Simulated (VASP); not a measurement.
# CaICl in VASP: further runs, part 2 of 2

VASP 6.6.1.

## Step 4: Single point, PBE

Contents of INCAR:

```
SYSTEM = CaICl
  ALGO = Normal
  DIPOL = 0.5 0.5 0.298
  EDIFF = 1E-6
  ENCUT = 520
  GGA = PE
  IDIPOL = 3
  ISIF = 2
  ISMEAR = 0
  LASPH = .TRUE.
  LCHARG = .FALSE.
  LDIPOL = .TRUE.
  LREAL = .FALSE.
  LWAVE = .FALSE.
  NBANDS = 19
  NELM = 60
  PREC = Accurate
  SIGMA = 0.01
```

Contents of KPOINTS:

```
k-points
0
G
  6 6 1
  0 0 0
```

Contents of POSCAR:

```
CaICl
1.0
    4.1661711045     -0.0000000033      0.0000000000
   -2.0830855494      3.6080100147      0.0000000000
    0.0000000000      0.0000000000     30.4478406400
Ca I Cl
1 1 1
Direct
    0.0000000000      0.0000000000      0.3039852271
    0.3333333333      0.6666666667      0.2368399706
    0.3333333333      0.6666666667      0.3532283499
```

Potentials or basis: VASP PAW PBE potentials, release 64 (Ca_sv, I, Cl).

On the command line:

```console
$ cat potpaw_PBE.64/Ca_sv/POTCAR potpaw_PBE.64/I/POTCAR potpaw_PBE.64/Cl/POTCAR > POTCAR
$ mpirun -np 1 vasp_std > vasp.out
```

OUTCAR:

```text
SYSTEM = CaICl
   EDIFF = 1E-6
   ENCUT = 520
   GGA = PE
   ISIF = 2
   ISMEAR = 0
   LASPH = .TRUE.
   LREAL = .FALSE.
   NELM = 60
   PREC = Accurate

 ion  position               nearest neighbor table
   1  0.000  0.000  0.304-   3 2.83   3 2.83   3 2.83   2 3.16   2 3.16   2 3.16
   2  0.333  0.667  0.237-   1 3.16   1 3.16   1 3.16
   3  0.333  0.667  0.353-   1 2.83   1 2.83   1 2.83

  LATTYP: Found a hexagonal cell.
 ALAT       =     4.1661711045
 C/A-ratio  =     7.3083509717

  Lattice vectors:

 A1 = (   4.1661711045,  -0.0000000033,   0.0000000000)
 A2 = (  -2.0830855494,   3.6080100147,   0.0000000000)
 A3 = (   0.0000000000,   0.0000000000,  30.4478406400)

Analysis of symmetry for initial positions (statically):
=====================================================================
 Subroutine PRICEL returns:
 Original cell was already a primitive cell.

 Routine SETGRP: Setting up the symmetry group for a
 hexagonal supercell.

 Subroutine GETGRP returns: Found  6 space group operations
 (whereof  6 operations were pure point group operations)
 out of a pool of 24 trial point group operations.

The static configuration has the point symmetry C_3v.

Analysis of symmetry for dynamics (positions and initial velocities):
=====================================================================
 Subroutine PRICEL returns:
 Original cell was already a primitive cell.

 Routine SETGRP: Setting up the symmetry group for a
 hexagonal supercell.

 Subroutine GETGRP returns: Found  6 space group operations
 (whereof  6 operations were pure point group operations)
 out of a pool of 24 trial point group operations.

The dynamic configuration has the point symmetry C_3v.

 Subroutine INISYM returns: Found  6 space group operations
 (whereof  6 operations are pure point group operations),
 and found     1 'primitive' translations

----------------------------------------------------------------------------------------

                                     Primitive cell

  volume of cell :     457.6794

  direct lattice vectors                    reciprocal lattice vectors
     4.166171105 -0.000000003  0.000000000     0.240028548  0.138580546  0.000000000
    -2.083085549  3.608010015  0.000000000     0.000000000  0.277161093  0.000000000
     0.000000000  0.000000000 30.447840640     0.000000000  0.000000000  0.032843052

  length of vectors
     4.166171105  4.166171105 30.447840640     0.277161093  0.277161093  0.032843052

  position of ions in fractional coordinates (direct lattice)
     0.000000000  0.000000000  0.303985227
     0.333333333  0.666666667  0.236839971
     0.333333333  0.666666667  0.353228350

  ion indices of the primitive-cell ions
   primitive index   ion index
                 1           1
                 2           2
                 3           3

----------------------------------------------------------------------------------------

 KPOINTS: k-points

Automatic generation of k-mesh.
 Grid dimensions read from file:
 generate k-points for:    6    6    1

 Generating k-lattice:

  Cartesian coordinates                     Fractional coordinates (reciprocal lattice)
     0.040004758  0.023096758  0.000000000     0.166666667  0.000000000  0.000000000
     0.000000000  0.046193516  0.000000000     0.000000000  0.166666667  0.000000000
     0.000000000  0.000000000  0.032843052     0.000000000  0.000000000  1.000000000

  Length of vectors
     0.046193516  0.046193516  0.032843052

  Shift w.r.t. Gamma in fractional coordinates (k-lattice)
     0.000000000  0.000000000  0.000000000

 Subroutine IBZKPT returns following result:
 ===========================================

 Found      7 irreducible k-points:

 Following reciprocal coordinates:
            Coordinates               Weight
  0.000000  0.000000  0.000000      1.000000
  0.166667  0.000000  0.000000      6.000000
  0.333333  0.000000  0.000000      6.000000
  0.500000  0.000000  0.000000      3.000000
  0.166667  0.166667  0.000000      6.000000
  0.333333  0.166667  0.000000     12.000000
  0.333333  0.333333  0.000000      2.000000
   k-points           NKPTS =      7   k-points in BZ     NKDIM =      7   number of bands    NBANDS=     19
   number of dos      NEDOS =    301   number of ions     NIONS =      3
   total plane-waves  NPLWV = 245760
   dimension x,y,z NGX =    32 NGY =   32 NGZ =  240
   dimension x,y,z NGXF=    64 NGYF=   64 NGZF=  480
   ions per type =               1   1   1
   NGX,Y,Z   is equivalent  to a cutoff of  12.77, 12.77, 13.10 a.u.
   NGXF,Y,Z  is equivalent  to a cutoff of  25.54, 25.54, 26.21 a.u.
 SYSTEM =  CaICl
   PREC   = accura    normal or accurate (medium, high low for compatibility)
   ISTART =      0    job   : 0-new  1-cont  2-samecut
   ICHARG =      2    charge: 1-file 2-atom 10-const
   ISPIN  =      1    spin polarized calculation?
   LNONCOLLINEAR =      F non collinear calculations
   LSORBIT =      F    spin-orbit coupling
   LASPH  =      T    aspherical Exc in radial PAW
   ENCUT  =  520.0 eV  38.22 Ry    6.18 a.u.   7.75  7.75 56.61*2*pi/ulx,y,z
   NELM   =     60;   NELMIN=  2; NELMDL= -5     # of ELM steps
   EDIFF  = 0.1E-05   stopping-criterion for ELM
   LREAL  =      F    real-space projection
   EDIFFG = 0.1E-04   stopping-criterion for IOM
   NSW    =      0    number of steps for IOM
   IBRION =     -1    ionic relax: 0-MD 1-quasi-New 2-CG
   NFREE  =      0    steps in history (QN), initial steepest desc. (CG)
   ISIF   =      2    stress and relaxation
   ISYM   =      2    0-nonsym 1-usesym 2-fastsym
   POTIM  = 0.5000    time-step for ionic-motion
   TEBEG  =    0.0;   TEEND  =   0.0 temperature during run
   PSTRESS=    0.0 pullay stress
   NELECT =      24.0000    total number of electrons
   NUPDOWN=      -1.0000    fix difference up-down
   EMIN   =  10.00;   EMAX   =-10.00  energy-range for DOS
   EFERMI =   0.00;   METHOD = LEGACY
   ISMEAR =     0;   SIGMA  =   0.01  broadening in eV -4-tet -1-fermi 0-gaus
   EFERMI_NEDOS =   21; number of points for ismear=-14 and -15
   IALGO  =     38    algorithm
   IMIX   =      4    mixing-type and parameters
     AMIX     =   0.40;   BMIX     =  1.00
     AMIX_MAG =   1.60;   BMIX_MAG =  1.00
  volume/ion in A,a.u.               =     152.56      1029.52
  Fermi-wavevector in a.u.,A,eV,Ry     =   0.612761  1.157951  5.108670  0.375477
  Thomas-Fermi vector in A             =   1.669166
   LORBIT       =      0    0 simple, 1 ext, 2 COOP (PROOUT), +10 PAW based schemes
   GGA     = PE    functional components
   LHFCALC =     F    Hartree Fock is set to
   AEXX    =    0.0000 exact exchange contribution
   IVDW    =     0    specifies the selected vdW correction
   LEPSILON=     F    determine dielectric tensor
   LRPA    =     F    only Hartree local field effects (RPA)
 non-spin polarized calculation
 Gauss-broadening in eV      SIGMA  =   0.01
  energy-cutoff  :      520.00
  volume of cell :      457.68
 maximum number of plane-waves:     12366
 NGX is ok and might be reduce to    32
   NGX = 15   NGY = 15   NGZ =113

 dipolmoment           0.000000      0.000000      0.003498 electrons x Angstroem

 number of electron      23.9999996 magnetization

 dipolmoment           0.000000      0.000000     -0.019056 electrons x Angstroem

 Free energy of the ion-electron system (eV)
  ---------------------------------------------------
  ext. energy  EPLUGINS =         0.00000000
  ---------------------------------------------------
  free energy    TOTEN  =       -10.89229654 eV

  energy without entropy =      -10.89229654  energy(sigma->0) =      -10.89229654

 E-fermi :  -4.5173     XC(G=0):  -2.0796

 val. band max:       -4.6392381994   @ k =   0.0000   0.0000   0.0000
 cond. band min:      -1.5570294627   @ k =   0.5000   0.0000   0.0000
 fundamental gap:      3.0822087367
 Fermi energy:        -4.5172624939

 k-point     1 :       0.0000    0.0000    0.0000
  band No.  band energies     occupation
      1     -44.8850      2.00000
      2     -25.8843      2.00000
      3     -25.8843      2.00000
      4     -25.8727      2.00000
      5     -19.0224      2.00000
      6     -15.9314      2.00000
[... 131 lines left out ...]
      6     -15.4933      2.00000
[... 11 lines left out ...]
     18       2.0523      0.00000
     19       2.4440      0.00000

------------------------ aborting loop because EDIFF is reached ----------------------------------------

 vacuum level on the upper side and lower side of the slab       (xc-potential included)        -0.119         0.106

  FORCE on cell =-STRESS in cart. coord.  units (eV):
  Direction    XX          YY          ZZ          XY          YZ          ZX
  --------------------------------------------------------------------------------------
  -------------------------------------------------------------------------------------
  Total        0.0439213      0.0439213      0.0351884     -0.0000000      0.0000000      0.0000000
  in kB        0.1537532      0.1537532      0.1231823     -0.0000000      0.0000000      0.0000000
  external PRESSURE =       0.1435629 kB  Pullay stress =       0.0000000 kB

 VOLUME and BASIS-vectors are now :
 -----------------------------------------------------------------------------
  energy-cutoff  :      520.00
  volume of cell :      457.68
      direct lattice vectors                 reciprocal lattice vectors
     4.166171105 -0.000000003  0.000000000     0.240028548  0.138580546  0.000000000
    -2.083085549  3.608010015  0.000000000     0.000000000  0.277161093  0.000000000
     0.000000000  0.000000000 30.447840640     0.000000000  0.000000000  0.032843052

 POSITION                                       TOTAL-FORCE (eV/Angst)
 -----------------------------------------------------------------------------------
      0.00000      0.00000      9.25569        -0.000000      0.000000      0.000053
      0.00000      2.40534      7.21127        -0.000000      0.000000     -0.016088
      0.00000      2.40534     10.75504         0.000000     -0.000000      0.016036
 -----------------------------------------------------------------------------------
    total drift:                                0.000000     -0.000000     -0.000067

  FREE ENERGIE OF THE ION-ELECTRON SYSTEM (eV)
  ---------------------------------------------------
  free  energy   TOTEN  =       -10.8922965416 eV

  energy  without entropy=      -10.8922965416  energy(sigma->0) =      -10.89229654

 vacuum level on the upper side and lower side of the slab         1.652         1.881
```

stdout:

```text
POSCAR found type information on POSCAR CaI Cl
 POSCAR found :  3 types and       3 ions
 scaLAPACK will be used
 LDA part: xc-table for (Slater+PW92), standard interpolation
 POSCAR, INCAR and KPOINTS ok, starting setup
 FFT: planning ... GRIDC
 FFT: planning ... GRID_SOFT
 FFT: planning ... GRID
 WAVECAR not read
 entering main loop
```

Run time: 54 s. Hardware: 1 thread of AMD EPYC 9R45 (Zen 5), shared host; peak memory 0.54 GiB.

Results:

* Free energy: -10.8923 eV
* Largest force: 0.016 eV/Å
* Band gap on the k mesh: 3.08 eV (least direct gap 3.65 eV)

Forces in eV/Å, atoms in the order of the input:
```
Ca   0.000  0.000  0.000
I    0.000  0.000 -0.016
Cl   0.000  0.000  0.016
```

Levels at points of the mesh, in eV from the valence-band top:
```tsv
k point	band 8	band 9	band 10	band 11	band 12	band 13	band 14	band 15	band 16	band 17
(0.00, 0.00, 0.00)	-2.46	-2.46	-1.09	0.00	0.00	3.70	4.29	4.65	4.65	4.92
(0.50, 0.00, 0.00)	-2.80	-2.59	-2.32	-0.77	-0.57	3.08	5.04	5.30	5.38	5.64
```

Caveat: spin-orbit coupling is left out, which moves the levels of the heavy elements.

## Step 5: Single point, PBE

This run uses another cell than the first one: it holds 6 atoms, not 3.

Contents of INCAR:

```
  PREC = Accurate
  ENCUT = 520
  EDIFF = 1E-6
  ISMEAR = 0
  SIGMA = 0.1
  LREAL = F
  LASPH = T
  NELM = 60
  ALGO = Normal
  ISIF = 2
  LWAVE = F
  LCHARG = T
  LDIPOL = T
  IDIPOL = 3
  DIPOL = 0.5 0.5 0.298
  GGA = PE
  LELF = T
  LVHAR = T
  LVACPOTAV = T
  NBANDS = 33
```

Contents of KPOINTS:

```
regular mesh
0
Gamma
  4 4 1
```

Contents of POSCAR:

```
CaICl
1.0
    8.3323422091     -0.0000000065      0.0000000000
   -2.0830855494      3.6080100147      0.0000000000
    0.0000000000      0.0000000000     30.4478406400
Ca I Cl
2 2 2
Direct
    0.5000000000      0.0000000000      0.3039852271
    0.0000000000      0.0000000000      0.3039852271
    0.1666666667      0.6666666667      0.2368399706
    0.6666666667      0.6666666667      0.2368399706
    0.1666666667      0.6666666667      0.3532283499
    0.6666666667      0.6666666667      0.3532283499
```

Potentials or basis: VASP PAW PBE potentials, release 64 (Ca_sv, I, Cl).

On the command line:

```console
$ cat potpaw_PBE.64/Ca_sv/POTCAR potpaw_PBE.64/I/POTCAR potpaw_PBE.64/Cl/POTCAR > POTCAR
$ mpirun -np 1 vasp_std > vasp.out
```

OUTCAR:

```text
PREC = Accurate
   ENCUT = 520
   EDIFF = 1E-6
   ISMEAR = 0
   LREAL = F
   LASPH = T
   NELM = 60
   ISIF = 2
   GGA = PE

 ion  position               nearest neighbor table
   1  0.500  0.000  0.304-   5 2.83   6 2.83   6 2.83   3 3.16   4 3.16   4 3.16
   2  0.000  0.000  0.304-   6 2.83   5 2.83   5 2.83   4 3.16   3 3.16   3 3.16
   3  0.167  0.667  0.237-   1 3.16   2 3.16   2 3.16
   4  0.667  0.667  0.237-   2 3.16   1 3.16   1 3.16
   5  0.167  0.667  0.353-   1 2.83   2 2.83   2 2.83
   6  0.667  0.667  0.353-   2 2.83   1 2.83   1 2.83

[... 535 lines left out ...]
  -------------------------------------------------------------------------------------
  Total        0.0928491      0.1392594      0.0618171     -0.0401925      0.0035926      0.0062225
  in kB        0.1625164      0.2437496      0.1082001     -0.0703500      0.0062881      0.0108913
  external PRESSURE =       0.1714887 kB  Pullay stress =       0.0000000 kB

 VOLUME and BASIS-vectors are now :
 -----------------------------------------------------------------------------
  energy-cutoff  :      520.00
  volume of cell :      915.36
      direct lattice vectors                 reciprocal lattice vectors
     8.332342209 -0.000000007  0.000000000     0.120014274  0.069290273  0.000000000
    -2.083085549  3.608010015  0.000000000     0.000000000  0.277161093  0.000000000
     0.000000000  0.000000000 30.447840640     0.000000000  0.000000000  0.032843052

 POSITION                                       TOTAL-FORCE (eV/Angst)
 -----------------------------------------------------------------------------------
      4.16617     -0.00000      9.25569         0.001249      0.000721     -0.001985
      0.00000      0.00000      9.25569         0.001249      0.000721     -0.001985
      0.00000      2.40534      7.21127        -0.001408     -0.000813     -0.013978
      4.16617      2.40534      7.21127        -0.001408     -0.000813     -0.013978
      0.00000      2.40534     10.75504         0.000159      0.000092      0.015963
      4.16617      2.40534     10.75504         0.000159      0.000092      0.015963
 -----------------------------------------------------------------------------------
    total drift:                               -0.000000      0.000000     -0.000304

  FREE ENERGIE OF THE ION-ELECTRON SYSTEM (eV)
  ---------------------------------------------------
  free  energy   TOTEN  =       -21.7797272137 eV

  energy  without entropy=      -21.7797272137  energy(sigma->0) =      -21.77972721

 vacuum level on the upper side and lower side of the slab         1.658         1.887
```

It took 4.9 min on 1 thread of AMD EPYC 9R45 (Zen 5), shared host; peak memory 1.1 GiB.

What came out:

- Free energy: -21.7797 eV
- Largest force: 0.016 eV/Å
- Band gap on the k mesh: 3.08 eV

Forces in eV/Å, atoms in the order of the input:
```
Ca   0.001  0.001 -0.002
Ca   0.001  0.001 -0.002
I   -0.001 -0.001 -0.014
I   -0.001 -0.001 -0.014
Cl   0.000  0.000  0.016
Cl   0.000  0.000  0.016
```

Caveat: spin-orbit coupling is left out, which moves the levels of the heavy elements.

## Step 6: Overview

| cell | k mesh | smearing | gap on the mesh (eV) | largest force (eV/Å) |
| --- | --- | --- | --- | --- |
| a = 4.165, b = 4.165, c = 30.448 Å, angles 90.0, 90.0, 120.0°, 3 atoms, atomic positions A | 6 × 6 × 1 | gaussian 0.02 eV | 3.08 | 0.02 |
| a = 4.168, b = 4.168, c = 30.448 Å, angles 90.0, 90.0, 120.0°, 3 atoms, atomic positions A | 6 × 6 × 1 | gaussian 0.01 eV | 3.08 | 0.02 |
| a = 4.166, b = 4.166, c = 30.448 Å, angles 90.0, 90.0, 120.0°, 3 atoms, atomic positions A | 6 × 6 × 1 | gaussian 0.01 eV | 3.08 | 0.02 |
| a = 8.332, b = 4.166, c = 30.448 Å, angles 90.0, 90.0, 120.0°, 6 atoms, atomic positions B | 4 × 4 × 1 | gaussian 0.1 eV | 3.08 | 0.02 |

Alike in all rows: task single point; level PBE; potentials or basis VASP PAW PBE potentials, release 64 (Ca_sv, I, Cl); no spin polarisation; cutoff (eV) 520.

Caveats: spin-orbit coupling is left out, which moves the levels of the heavy elements.

Absolute energies hang on the potentials; compare differences alone.
